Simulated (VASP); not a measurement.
# MgO (Fm-3m) in VASP: further runs

MgO is run at these levels: PBE; tasks: single point.

Program: VASP 6.6.1. These are calculated values, not measurements. Logs are shortened: lines on timing, memory, paths and dates and some standing lists are left out, and cuts for length are marked.

**Experimental background.**

From “Electronic structure of alkaline earth and post-transition metal oxides”, 2009, arxiv:0908.1581, for a bulk crystal of MgO: band gap 7.83 eV.

The results are compared with them further down.

## (1) The cell of the first run

Symmetry: Fm-3m, No. 225, cubic system. The conventional cell has a = 4.254 Å, b = 4.254 Å, c = 4.254 Å, α = 90.00°, β = 90.00°, γ = 90.00°. Mg (site symmetry m-3m) has 6 O at 2.13 Å within 2.8 Å. Within 2.8 Å of O (site symmetry m-3m) lie 6 Mg at 2.13 Å.

## (2) Single point, PBE

Contents of INCAR:

```
ALGO = Normal
EDIFF = 1E-6
ENCUT = 840
GGA = PE
GGA_COMPAT = F
ISIF = 2
ISMEAR = 0
LASPH = T
LCHARG = F
LREAL = F
LWAVE = F
NBANDS = 15
NELM = 120
PREC = Accurate
SIGMA = 0.02
```

Contents of KPOINTS:

```
k-points
0
Gamma
  10 10 10
```

Contents of POSCAR:

```
MgO
1.0
    0.0000000000      2.1269997920      2.1269997920
    2.1269997920      0.0000000000      2.1269997920
    2.1269997920      2.1269997920      0.0000000000
Mg O
1 1
Direct
    0.0000000000      0.0000000000      0.0000000000
    0.5000000000      0.5000000000      0.5000000000
```

Potentials or basis: VASP PAW PBE potentials, release 64 (Mg_sv, O).

The run is started by

```sh
$ cat potpaw_PBE.64/Mg_sv/POTCAR potpaw_PBE.64/O/POTCAR > POTCAR
$ mpirun -np 1 vasp_std > vasp.out
```

OUTCAR:

```text
EDIFF = 1E-6
   ENCUT = 840
   GGA = PE
   ISIF = 2
   ISMEAR = 0
   LASPH = T
   LREAL = F
   NELM = 120
   PREC = Accurate

 ion  position               nearest neighbor table
   1  0.000  0.000  0.000-   2 2.13   2 2.13   2 2.13   2 2.13   2 2.13   2 2.13
   2  0.500  0.500  0.500-   1 2.13   1 2.13   1 2.13   1 2.13   1 2.13   1 2.13

  LATTYP: Found a face centered cubic cell.
 ALAT       =     4.2539995840

  Lattice vectors:

 A1 = (   0.0000000000,   2.1269997920,   2.1269997920)
 A2 = (   2.1269997920,   0.0000000000,   2.1269997920)
 A3 = (   2.1269997920,   2.1269997920,   0.0000000000)

Analysis of symmetry for initial positions (statically):
=====================================================================
 Subroutine PRICEL returns:
 Original cell was already a primitive cell.

 Routine SETGRP: Setting up the symmetry group for a
 face centered cubic supercell.

 Subroutine GETGRP returns: Found 48 space group operations
 (whereof 48 operations were pure point group operations)
 out of a pool of 48 trial point group operations.

The static configuration has the point symmetry O_h .

Analysis of symmetry for dynamics (positions and initial velocities):
=====================================================================
 Subroutine PRICEL returns:
 Original cell was already a primitive cell.

 Routine SETGRP: Setting up the symmetry group for a
 face centered cubic supercell.

 Subroutine GETGRP returns: Found 48 space group operations
 (whereof 48 operations were pure point group operations)
 out of a pool of 48 trial point group operations.

The dynamic configuration has the point symmetry O_h .

 Subroutine INISYM returns: Found 48 space group operations
 (whereof 48 operations are pure point group operations),
 and found     1 'primitive' translations

----------------------------------------------------------------------------------------

                                     Primitive cell

  volume of cell :      19.2456

  direct lattice vectors                    reciprocal lattice vectors
     0.000000000  2.126999792  2.126999792    -0.235072896  0.235072896  0.235072896
     2.126999792  0.000000000  2.126999792     0.235072896 -0.235072896  0.235072896
     2.126999792  2.126999792  0.000000000     0.235072896  0.235072896 -0.235072896

  length of vectors
     3.008031953  3.008031953  3.008031953     0.407158199  0.407158199  0.407158199

  position of ions in fractional coordinates (direct lattice)
     0.000000000  0.000000000  0.000000000
     0.500000000  0.500000000  0.500000000
[... 88 lines left out ...]
   NELECT =      16.0000    total number of electrons
   NUPDOWN=      -1.0000    fix difference up-down
   EMIN   =  10.00;   EMAX   =-10.00  energy-range for DOS
   EFERMI =   0.00;   METHOD = LEGACY
   ISMEAR =     0;   SIGMA  =   0.02  broadening in eV -4-tet -1-fermi 0-gaus
   EFERMI_NEDOS =   21; number of points for ismear=-14 and -15
   IALGO  =     38    algorithm
   IMIX   =      4    mixing-type and parameters
     AMIX     =   0.40;   BMIX     =  1.00
     AMIX_MAG =   1.60;   BMIX_MAG =  1.00
  volume/ion in A,a.u.               =       9.62        64.94
  Fermi-wavevector in a.u.,A,eV,Ry     =   1.539350  2.908950 32.240344  2.369598
  Thomas-Fermi vector in A             =   2.645590
   LORBIT       =      0    0 simple, 1 ext, 2 COOP (PROOUT), +10 PAW based schemes
   GGA     = PE    functional components
   LHFCALC =     F    Hartree Fock is set to
   AEXX    =    0.0000 exact exchange contribution
   IVDW    =     0    specifies the selected vdW correction
   LEPSILON=     F    determine dielectric tensor
   LRPA    =     F    only Hartree local field effects (RPA)
 non-spin polarized calculation
 Gauss-broadening in eV      SIGMA  =   0.02
  energy-cutoff  :      840.00
  volume of cell :       19.25
 maximum number of plane-waves:      1090
   NGX = 15   NGY = 15   NGZ = 15

 number of electron      15.9999997 magnetization

 Free energy of the ion-electron system (eV)
  ---------------------------------------------------
  ext. energy  EPLUGINS =         0.00000000
  ---------------------------------------------------
  free energy    TOTEN  =       -11.88480183 eV

  energy without entropy =      -11.88480183  energy(sigma->0) =      -11.88480183

 E-fermi :   2.8790     XC(G=0): -11.2424

 val. band max:        2.7052632451   @ k =   0.0000   0.0000   0.0000
 cond. band min:       7.1619405395   @ k =   0.0000   0.0000   0.0000
 fundamental gap:      4.4566772943
 Fermi energy:         2.8789744085

 k-point     1 :       0.0000    0.0000    0.0000
  band No.  band energies     occupation
      1     -69.6671      2.00000
      2     -36.3953      2.00000
      3     -36.3953      2.00000
      4     -36.3953      2.00000
      5     -14.3948      2.00000
      6       2.7053      2.00000
      7       2.7053      2.00000
      8       2.7053      2.00000
      9       7.1619      0.00000
     10      18.3419      0.00000
     11      18.3419      0.00000
     12      18.3419      0.00000
     13      22.1770      0.00000
     14      23.9245      0.00000
[... 401 lines left out ...]
      2     -36.4493      2.00000
      3     -36.4170      2.00000
      4     -36.4149      2.00000
      5     -13.2212      2.00000
      6      -0.7589      2.00000
      7       1.4513      2.00000
      8       1.6617      2.00000
      9      12.0043      0.00000
     10      12.7941      0.00000
     11      16.0160      0.00000
     12      20.5144      0.00000
     13      20.7145      0.00000
     14      27.2344      0.00000
     15      29.1114      0.00000

 [... further k-points ...]

------------------------ aborting loop because EDIFF is reached ----------------------------------------

  FORCE on cell =-STRESS in cart. coord.  units (eV):
  Direction    XX          YY          ZZ          XY          YZ          ZX
  --------------------------------------------------------------------------------------
  -------------------------------------------------------------------------------------
  Total        0.0022399      0.0022399      0.0022399     -0.0000000      0.0000000      0.0000000
  in kB        0.1864707      0.1864707      0.1864707     -0.0000000      0.0000000      0.0000000
  external PRESSURE =       0.1864707 kB  Pullay stress =       0.0000000 kB

 VOLUME and BASIS-vectors are now :
 -----------------------------------------------------------------------------
  energy-cutoff  :      840.00
  volume of cell :       19.25
      direct lattice vectors                 reciprocal lattice vectors
     0.000000000  2.126999792  2.126999792    -0.235072896  0.235072896  0.235072896
     2.126999792  0.000000000  2.126999792     0.235072896 -0.235072896  0.235072896
     2.126999792  2.126999792  0.000000000     0.235072896  0.235072896 -0.235072896

 POSITION                                       TOTAL-FORCE (eV/Angst)
 -----------------------------------------------------------------------------------
      0.00000      0.00000      0.00000         0.000000     -0.000000      0.000000
      2.12700      2.12700      2.12700        -0.000000      0.000000     -0.000000
 -----------------------------------------------------------------------------------
    total drift:                                0.000000      0.000000      0.000000

  FREE ENERGIE OF THE ION-ELECTRON SYSTEM (eV)
  ---------------------------------------------------
  free  energy   TOTEN  =       -11.8848018278 eV

  energy  without entropy=      -11.8848018278  energy(sigma->0) =      -11.88480183
```

stdout:

```text
POSCAR found type information on POSCAR MgO
 POSCAR found :  2 types and       2 ions
 scaLAPACK will be used
 LDA part: xc-table for (Slater+PW92), standard interpolation
 POSCAR, INCAR and KPOINTS ok, starting setup
 FFT: planning ... GRIDC
 FFT: planning ... GRID_SOFT
 FFT: planning ... GRID
 WAVECAR not read
 entering main loop
```

Run time: 24 s. Hardware: 1 thread of Intel Xeon Platinum 8259CL at 2.50GHz (Skylake/Cascade Lake), shared host; peak memory 0.17 GiB.

What came out:

| Property | Result |
| --- | --- |
| Free energy | -11.8848 eV |
| Pressure | 0.0 GPa |
| Band gap on the k mesh | 4.46 eV |

Levels at points of the mesh, in eV from the valence-band top:
```
           k point  band 5  band 6  band 7  band 8  band 9  band 10  band 11  band 12
(0.00, 0.00, 0.00)  -17.10    0.00    0.00    0.00    4.46    15.64    15.64    15.64
(0.50, 0.00, 0.00)  -15.86   -4.48   -0.62   -0.62    7.72    12.28    16.03    16.03
(0.50, 0.50, 0.00)  -15.65   -3.93   -1.30   -1.30    9.09     9.68    12.79    18.55
```

## (3) Single point, PBE (9.33 Å³/atom)

This run uses another cell than the first one, of 9.33 Å³/atom.

Contents of INCAR:

```
ALGO     = Normal         # electronic algorithm
EDIFF    = 1E-6           # SCF threshold, eV
ENCUT    = 840            # plane-wave cutoff, eV
GGA      = PE             # functional
GGA_COMPAT= F            
ISIF     = 2              # what is computed and relaxed
ISMEAR   = 0              # smearing method
LASPH    = T              # aspherical terms in the spheres
LCHARG   = F              # write CHGCAR
LREAL    = F              # projectors in reciprocal space
LWAVE    = F              # write WAVECAR
NBANDS   = 15             # bands
NELM     = 120            # most SCF steps
PREC     = Accurate       # precision mode
SIGMA    = 0.02           # smearing width, eV
```

KPOINTS is that of step 2.

Contents of POSCAR:

```
MgO
1.0
    0.0000000000      2.1055134772      2.1055134772
    2.1055134772      0.0000000000      2.1055134772
    2.1055134772      2.1055134772      0.0000000000
Mg O
1 1
Direct
    0.0000000000      0.0000000000      0.0000000000
    0.5000000000      0.5000000000      0.5000000000
```

Potentials or basis: VASP PAW PBE potentials, release 64 (Mg_sv, O).

The run is started by

```sh
$ cat potpaw_PBE.64/Mg_sv/POTCAR potpaw_PBE.64/O/POTCAR > POTCAR
$ mpirun -np 1 vasp_std > vasp.out
```

OUTCAR:

```text
EDIFF = 1E-6
   ENCUT = 840
   GGA = PE
   ISIF = 2
   ISMEAR = 0
   LASPH = T
   LREAL = F
   NELM = 120
   PREC = Accurate

 ion  position               nearest neighbor table
   1  0.000  0.000  0.000-   2 2.11   2 2.11   2 2.11   2 2.11   2 2.11   2 2.11
   2  0.500  0.500  0.500-   1 2.11   1 2.11   1 2.11   1 2.11   1 2.11   1 2.11

  LATTYP: Found a face centered cubic cell.
 ALAT       =     4.2110269544

  Lattice vectors:

 A1 = (   0.0000000000,   2.1055134772,   2.1055134772)
 A2 = (   2.1055134772,   0.0000000000,   2.1055134772)
 A3 = (   2.1055134772,   2.1055134772,   0.0000000000)

Analysis of symmetry for initial positions (statically):
=====================================================================
 Subroutine PRICEL returns:
 Original cell was already a primitive cell.

 Routine SETGRP: Setting up the symmetry group for a
 face centered cubic supercell.

 Subroutine GETGRP returns: Found 48 space group operations
 (whereof 48 operations were pure point group operations)
 out of a pool of 48 trial point group operations.

The static configuration has the point symmetry O_h .

Analysis of symmetry for dynamics (positions and initial velocities):
[... 175 lines left out ...]
      8       2.9207      2.00000
      9       7.6676      0.00000
     10      18.7308      0.00000
     11      18.7308      0.00000
     12      18.7308      0.00000
     13      22.6458      0.00000
     14      24.4276      0.00000
[... 401 lines left out ...]
      2     -36.1307      2.00000
      3     -36.0940      2.00000
      4     -36.0915      2.00000
      5     -13.0889      2.00000
      6      -0.6408      2.00000
      7       1.6237      2.00000
      8       1.8416      2.00000
      9      12.5159      0.00000
     10      13.1100      0.00000
     11      16.5528      0.00000
     12      21.1272      0.00000
     13      21.3326      0.00000
     14      27.8237      0.00000
     15      29.9337      0.00000

 [... further k-points ...]

------------------------ aborting loop because EDIFF is reached ----------------------------------------

  FORCE on cell =-STRESS in cart. coord.  units (eV):
  Direction    XX          YY          ZZ          XY          YZ          ZX
  --------------------------------------------------------------------------------------
  -------------------------------------------------------------------------------------
  Total        0.5715755      0.5715755      0.5715755     -0.0000000      0.0000000     -0.0000000
  in kB       49.0546423     49.0546423     49.0546423     -0.0000000      0.0000000     -0.0000000
  external PRESSURE =      49.0546423 kB  Pullay stress =       0.0000000 kB

 VOLUME and BASIS-vectors are now :
 -----------------------------------------------------------------------------
  energy-cutoff  :      840.00
  volume of cell :       18.67
      direct lattice vectors                 reciprocal lattice vectors
     0.000000000  2.105513477  2.105513477    -0.237471764  0.237471764  0.237471764
     2.105513477  0.000000000  2.105513477     0.237471764 -0.237471764  0.237471764
     2.105513477  2.105513477  0.000000000     0.237471764  0.237471764 -0.237471764

 POSITION                                       TOTAL-FORCE (eV/Angst)
 -----------------------------------------------------------------------------------
      0.00000      0.00000      0.00000         0.000000      0.000000      0.000000
      2.10551      2.10551      2.10551        -0.000000     -0.000000     -0.000000
 -----------------------------------------------------------------------------------
    total drift:                                0.000000      0.000000      0.000000

  FREE ENERGIE OF THE ION-ELECTRON SYSTEM (eV)
  ---------------------------------------------------
  free  energy   TOTEN  =       -11.8743294182 eV

  energy  without entropy=      -11.8743294182  energy(sigma->0) =      -11.87432942
```

OSZICAR:

```text
N       E                     dE             d eps       ncg     rms          rms(c)
DAV:   1     0.162992702181E+03    0.16299E+03   -0.13470E+04  1410   0.178E+03
DAV:   2    -0.750154478681E+01   -0.17049E+03   -0.16078E+03  1676   0.447E+02
DAV:   3    -0.133774302525E+02   -0.58759E+01   -0.58436E+01  1869   0.789E+01
DAV:   4    -0.134771491933E+02   -0.99719E-01   -0.99713E-01  1592   0.963E+00
DAV:   5    -0.134791690681E+02   -0.20199E-02   -0.20199E-02  1817   0.111E+00    0.861E+00
DAV:   6    -0.118969147528E+02    0.15823E+01   -0.25705E+00  1501   0.148E+01    0.282E+00
DAV:   7    -0.118851901111E+02    0.11725E-01   -0.14178E-01  1669   0.345E+00    0.172E+00
DAV:   8    -0.118754074085E+02    0.97827E-02   -0.38742E-02  1732   0.225E+00    0.347E-01
DAV:   9    -0.118741430998E+02    0.12643E-02   -0.38203E-03  1564   0.571E-01    0.100E-01
DAV:  10    -0.118743391544E+02   -0.19605E-03   -0.29373E-04  1718   0.184E-01    0.485E-02
DAV:  11    -0.118743292698E+02    0.98846E-05   -0.26295E-05  1767   0.502E-02    0.625E-03
DAV:  12    -0.118743294182E+02   -0.14837E-06   -0.58640E-07  1307   0.106E-02
   1 F= -.11874329E+02 E0= -.11874329E+02  d E =-.868518E-23
```

Wall time 17 s (1 thread of Intel Xeon Platinum 8375C at 2.90GHz (Ice Lake), shared host); peak memory 0.17 GiB.

What came out:

```
Free energy            : -11.8743 eV
Pressure               : 4.9 GPa
Band gap on the k mesh : 4.75 eV
```

Caveat: the cell stands under pressure.

## (4) Single point, PBE (10.49 Å³/atom)

This run uses another cell than the first one, of 10.49 Å³/atom.

Contents of INCAR:

```
SYSTEM = MgO
ALGO = Normal
EDIFF = 1E-6
ENCUT = 840
GGA = PE
GGA_COMPAT = .FALSE.
ISIF = 2
ISMEAR = 0
LASPH = .TRUE.
LCHARG = .TRUE.
LELF = .TRUE.
LREAL = .FALSE.
LVHAR = .TRUE.
LWAVE = .FALSE.
NBANDS = 15
NELM = 120
PREC = Accurate
SIGMA = 0.02
```

Contents of KPOINTS:

```
k-points
0
G
  10 10 10
  0 0 0
```

Contents of POSCAR:

```
MgO
1.0
    0.0000000000      2.1889858130      2.1889858130
    2.1889858130      0.0000000000      2.1889858130
    2.1889858130      2.1889858130      0.0000000000
Mg O
1 1
Direct
    0.0000000000      0.0000000000      0.0000000000
    0.5000000000      0.5000000000      0.5000000000
```

The run is started by

```sh
$ cat potpaw_PBE.64/Mg_sv/POTCAR potpaw_PBE.64/O/POTCAR > POTCAR
$ mpirun -np 1 vasp_std > vasp.out
```

Run time: 31 s. Hardware: 1 thread of Intel Xeon Platinum 8259CL at 2.50GHz (Skylake/Cascade Lake), shared host; peak memory 0.18 GiB.

It converged, with:

- Free energy: -11.8271 eV
- Pressure: -10.9 GPa
- Band gap on the k mesh: 3.69 eV

Levels at points of the mesh, in eV from the valence-band top:
| k point | band 4 | band 5 | band 6 | band 7 | band 8 | band 9 | band 10 | band 11 | band 12 | band 13 |
| --- | --- | --- | --- | --- | --- | --- | --- | --- | --- | --- |
| (0.00, 0.00, 0.00) | -39.43 | -16.70 | 0.00 | 0.00 | 0.00 | 3.69 | 15.14 | 15.14 | 15.14 | 18.76 |
| (0.50, 0.00, 0.00) | -39.43 | -15.67 | -4.13 | -0.54 | -0.54 | 7.20 | 11.33 | 15.17 | 15.17 | 19.27 |
| (0.50, 0.50, 0.00) | -39.45 | -15.48 | -3.61 | -1.19 | -1.19 | 8.80 | 8.96 | 11.92 | 17.30 | 17.30 |

Caveat: the cell stands under tension.

## (5) Overview

```csv
cell,gap on the mesh (eV),pressure (GPa)
"a = 3.008 Å, angles 60.0°, 2 atoms",4.46,0.0
"a = 2.978 Å, angles 60.0°, 2 atoms",4.75,4.9
"a = 3.096 Å, angles 60.0°, 2 atoms",3.69,-10.9
```

Alike in all rows: task single point; level PBE; potentials or basis VASP PAW PBE potentials, release 64 (Mg_sv, O); no spin polarisation; k mesh 10 × 10 × 10; cutoff (eV) 840; smearing gaussian 0.02 eV.

Caveats: the cell stands under pressure (at least some runs); the cell stands under tension (at least some runs).

Absolute energies hang on the potentials; compare differences alone.

## (6) How close it comes

Step 2. Measured gap of MgO: 7.83 eV (quoted in “Electronic structure of alkaline earth and post-transition metal oxides”, 2009, arxiv:0908.1581). This calculation gives 4.46 eV (-3.37 eV). The value is that of PBE, without temperature or zero-point motion. Semilocal functionals fall short of measured gaps as a rule.
